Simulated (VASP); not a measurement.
# SnO2 (P1) in VASP: single point with PBE

Aim: the single point of SnO2 with PBE.

Program: VASP 6.6.1. These are calculated values, not measurements. Logs are shortened: lines on timing, memory, paths and dates and some standing lists are left out, and cuts for length are marked.

**1. The cell of the first run**

The typed cell holds 6 atoms: a = 4.822 Å, b = 4.989 Å, c = 3.113 Å, α = 80.59°, β = 89.83°, γ = 94.27°.

**2. Single point, PBE (atoms moved at random and the cell strained at random)**

Input file INCAR:

```
ALGO = Normal
EDIFF = 1E-7
ENCUT = 520
GGA = PE
ISIF = 2
ISMEAR = 0
LASPH = True
LCHARG = False
LREAL = False
LWAVE = False
NBANDS = 35
NELM = 100
PREC = Accurate
SIGMA = 0.05
```

Input file KPOINTS:

```
k-points
0
Gamma
  6 6 8
```

Input file POSCAR:

```
SnO2
1.0
    4.8185474862     -0.1834439212      0.0146070173
   -0.1834439212      4.9704020539      0.3947249723
    0.0097970754      0.2647460616      3.1020026469
Sn O
2 4
Direct
   -0.0064361829     -0.0095443266     -0.0046645291
    0.5007545093      0.5113327577      0.4924453497
    0.3078672051      0.3062272617      0.0006882639
    0.2059221038      0.8097921378      0.5190575578
    0.6857858636      0.6897740557     -0.0021494972
    0.8061065010      0.1924181138      0.4946228549
```

Potentials or basis: VASP PAW PBE potentials, release 64 (Sn_d, O).

Run with:

```bash
> cat potpaw_PBE.64/Sn_d/POTCAR potpaw_PBE.64/O/POTCAR > POTCAR
> mpirun -np 1 vasp_std > vasp.out
```

OUTCAR:

```text
EDIFF = 1E-7
   ENCUT = 520
   GGA = PE
   ISIF = 2
   ISMEAR = 0
   LASPH = True
   LREAL = False
   NELM = 100
   PREC = Accurate

 ion  position               nearest neighbor table
   1  0.994  0.990  0.995-   6 1.97   5 2.03   4 2.05   3 2.11   4 2.15   6 2.21   2 3.42   2 3.59
                             2 3.71
   2  0.501  0.511  0.492-   5 1.84   3 1.93   5 2.10   4 2.14   3 2.15   6 2.25   1 3.42   1 3.59
                             1 3.71
   3  0.308  0.306  0.001-   2 1.93   1 2.11   2 2.15
   4  0.206  0.810  0.519-   1 2.05   2 2.14   1 2.15
   5  0.686  0.690  0.998-   2 1.84   1 2.03   2 2.10
   6  0.806  0.192  0.495-   1 1.97   1 2.21   2 2.25

  LATTYP: Found a triclinic cell.
 ALAT       =     5.4323008761
 B/A-ratio  =     0.5731080166
 C/A-ratio  =     0.8876644253
 COS(alpha) =     0.0029277357
 COS(beta)  =     0.0700102468
 COS(gamma) =     0.4230085838

  Lattice vectors:

 A1 = (  -0.1932409966,   4.7056559923,  -2.7072776746)
 A2 = (  -0.0097970754,  -0.2647460616,  -3.1020026469)
 A3 = (  -4.8185474862,   0.1834439212,  -0.0146070173)

Analysis of symmetry for initial positions (statically):
=====================================================================
 Subroutine PRICEL returns:
 Original cell was already a primitive cell.

 Routine SETGRP: Setting up the symmetry group for a
 triclinic supercell.

 Subroutine GETGRP returns: Found  1 space group operations
 (whereof  1 operations were pure point group operations)
 out of a pool of  2 trial point group operations.

The static configuration has the point symmetry C_1 .

Analysis of symmetry for dynamics (positions and initial velocities):
=====================================================================
 Subroutine PRICEL returns:
 Original cell was already a primitive cell.

 Routine SETGRP: Setting up the symmetry group for a
 triclinic supercell.

 Subroutine GETGRP returns: Found  1 space group operations
 (whereof  1 operations were pure point group operations)
 out of a pool of  2 trial point group operations.

The dynamic configuration has the point symmetry C_1 .

 Subroutine INISYM returns: Found  1 space group operations
 (whereof  1 operations are pure point group operations),
 and found     1 'primitive' translations

[... 95 lines left out ...]
   ICHARG =      2    charge: 1-file 2-atom 10-const
   ISPIN  =      1    spin polarized calculation?
   LNONCOLLINEAR =      F non collinear calculations
   LSORBIT =      F    spin-orbit coupling
   LASPH  =      T    aspherical Exc in radial PAW
   ENCUT  =  520.0 eV  38.22 Ry    6.18 a.u.   8.97  9.28  5.79*2*pi/ulx,y,z
   NELM   =    100;   NELMIN=  2; NELMDL= -5     # of ELM steps
   EDIFF  = 0.1E-06   stopping-criterion for ELM
   LREAL  =      F    real-space projection
   EDIFFG = 0.1E-05   stopping-criterion for IOM
   NSW    =      0    number of steps for IOM
   IBRION =     -1    ionic relax: 0-MD 1-quasi-New 2-CG
   NFREE  =      0    steps in history (QN), initial steepest desc. (CG)
   ISIF   =      2    stress and relaxation
   ISYM   =      2    0-nonsym 1-usesym 2-fastsym
   POTIM  = 0.5000    time-step for ionic-motion
   TEBEG  =    0.0;   TEEND  =   0.0 temperature during run
   PSTRESS=    0.0 pullay stress
   NELECT =      52.0000    total number of electrons
   NUPDOWN=      -1.0000    fix difference up-down
   EMIN   =  10.00;   EMAX   =-10.00  energy-range for DOS
   EFERMI =   0.00;   METHOD = LEGACY
   ISMEAR =     0;   SIGMA  =   0.05  broadening in eV -4-tet -1-fermi 0-gaus
   EFERMI_NEDOS =   21; number of points for ismear=-14 and -15
   IALGO  =     38    algorithm
   IMIX   =      4    mixing-type and parameters
     AMIX     =   0.40;   BMIX     =  1.00
     AMIX_MAG =   1.60;   BMIX_MAG =  1.00
  volume/ion in A,a.u.               =      12.28        82.87
  Fermi-wavevector in a.u.,A,eV,Ry     =   1.457537  2.754346 28.904418  2.124415
  Thomas-Fermi vector in A             =   2.574327
   LORBIT       =      0    0 simple, 1 ext, 2 COOP (PROOUT), +10 PAW based schemes
   GGA     = PE    functional components
   LHFCALC =     F    Hartree Fock is set to
   AEXX    =    0.0000 exact exchange contribution
   IVDW    =     0    specifies the selected vdW correction
   LEPSILON=     F    determine dielectric tensor
   LRPA    =     F    only Hartree local field effects (RPA)
 non-spin polarized calculation
 Gauss-broadening in eV      SIGMA  =   0.05
  energy-cutoff  :      520.00
  volume of cell :       73.68
 maximum number of plane-waves:      2001
   NGX = 17   NGY = 19   NGZ = 11

 number of electron      52.0000002 magnetization

 Free energy of the ion-electron system (eV)
  ---------------------------------------------------
  ext. energy  EPLUGINS =         0.00000000
  ---------------------------------------------------
  free energy    TOTEN  =       -36.04689830 eV

  energy without entropy =      -36.04689830  energy(sigma->0) =      -36.04689830

 E-fermi :   6.2891     XC(G=0): -11.0742

 val. band max:        5.9878778266   @ k =   0.0000   0.0000   0.0000
 cond. band min:       7.0169482597   @ k =   0.0000   0.0000   0.0000
 fundamental gap:      1.0290704331
 Fermi energy:         6.2891389982

 k-point     1 :       0.0000    0.0000    0.0000
  band No.  band energies     occupation
      1     -15.8159      2.00000
      2     -14.7435      2.00000
      3     -14.5983      2.00000
      4     -14.4166      2.00000
      5     -14.3661      2.00000
      6     -14.2444      2.00000
[... 901 lines left out ...]
     34      18.0496      0.00000
     35      18.3083      0.00000

 [... further k-points ...]
[... 5 lines left out ...]
  --------------------------------------------------------------------------------------
  -------------------------------------------------------------------------------------
  Total        3.9500251      3.0585820     10.8885362      6.5394885     -7.9600939     -2.3407749
  in kB       85.8897965     66.5061568    236.7615738    142.1953843   -173.0851901    -50.8980772
  external PRESSURE =     129.7191757 kB  Pullay stress =       0.0000000 kB

 VOLUME and BASIS-vectors are now :
 -----------------------------------------------------------------------------
  energy-cutoff  :      520.00
  volume of cell :       73.68
      direct lattice vectors                 reciprocal lattice vectors
     4.818547486 -0.183443921  0.014607017     0.207831430  0.007775316 -0.001319994
    -0.183443921  4.970402054  0.394724972     0.007775316  0.202854798 -0.017337569
     0.009797075  0.264746062  3.102002647    -0.001968054 -0.025849568  0.324584782

 POSITION                                       TOTAL-FORCE (eV/Angst)
 -----------------------------------------------------------------------------------
      4.61559      5.00421      3.49300         1.230465      1.103151      0.727109
      2.32393      2.58004      1.73672        -1.697478     -2.169271      1.762197
      1.42730      1.46578      0.12751        -0.493298     -0.463046      0.973658
      0.84878      4.12464      1.93277        -0.585537      0.005534     -0.092703
      3.18773      3.56683      3.37762         1.795672      1.366728     -2.487417
      3.85381      0.93947      1.62205        -0.249823      0.156904     -0.882844
 -----------------------------------------------------------------------------------
    total drift:                                0.000118      0.000509      0.000330

  FREE ENERGIE OF THE ION-ELECTRON SYSTEM (eV)
  ---------------------------------------------------
  free  energy   TOTEN  =       -36.0468983003 eV

  energy  without entropy=      -36.0468983003  energy(sigma->0) =      -36.04689830
```

stdout:

```text
POSCAR found type information on POSCAR SnO
 POSCAR found :  2 types and       6 ions
 scaLAPACK will be used
 LDA part: xc-table for (Slater+PW92), standard interpolation
 POSCAR, INCAR and KPOINTS ok, starting setup
 FFT: planning ... GRIDC
 FFT: planning ... GRID_SOFT
 FFT: planning ... GRID
 WAVECAR not read
 entering main loop
```

It took 2.1 min on 1 thread of Intel Xeon 6975P-C (Granite Rapids), shared host; peak memory 0.39 GiB.

Results:

```yaml
Free_energy: -36.0469 eV
Pressure: 13.0 GPa
Largest_force: 3.359 eV/Å
Band_gap_on_the_k_mesh: 1.03 eV, direct
```

Forces in eV/Å, atoms in the order of the input:
```
Sn   1.230  1.103  0.727
Sn  -1.697 -2.169  1.762
O   -0.493 -0.463  0.974
O   -0.586  0.006 -0.093
O    1.796  1.367 -2.487
O   -0.250  0.157 -0.883
```

Caveat: the cell differs from its parent crystal (atoms moved at random and the cell strained at random); spin-orbit coupling is left out, which moves the levels of the heavy elements; forces of over 1 eV/Å act on the atoms, so gaps and moduli don't describe the material at rest.
